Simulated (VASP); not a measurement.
Runs of VASP 6.6.1 on C. The structure is that of space group Im-3m (No. 229), or close to it. The cells are those of the table. 

```tsv
cell	gap on the mesh (eV)	pressure (GPa)	largest force (eV/Å)
a = 4.179, b = 4.235, c = 4.235 Å, angles 110.0, 109.5, 109.5°, 8 atoms	(b)	0.9	0.07
a = 4.250, b = 4.165, c = 4.165 Å, angles 108.7, 109.5, 109.5°, 8 atoms	(a)	0.9	0.08
a = 4.242, b = 4.172, c = 4.172 Å, angles 108.8, 109.5, 109.5°, 8 atoms	2.96	0.9	0.08
a = 4.257, b = 4.158, c = 4.158 Å, angles 108.5, 109.5, 109.5°, 8 atoms	2.87	1.0	0.09
a = 4.151, b = 4.264, c = 4.264 Å, angles 110.5, 109.5, 109.5°, 8 atoms	2.83	1.0	0.09
```

Alike in all rows: task single point; level r2SCAN; potentials or basis VASP PAW PBE potentials, release 64 (C); no spin polarisation; k mesh 8 × 8 × 8; cutoff (eV) 520; smearing gaussian 0.05 eV.

Question: Fill in the values left out.

Answer: (a) 2.91; (b) 3.00.

Caveats: the PAW data sets were made with another functional, which shifts forces and pressure a little.

A k mesh can miss the band edges.
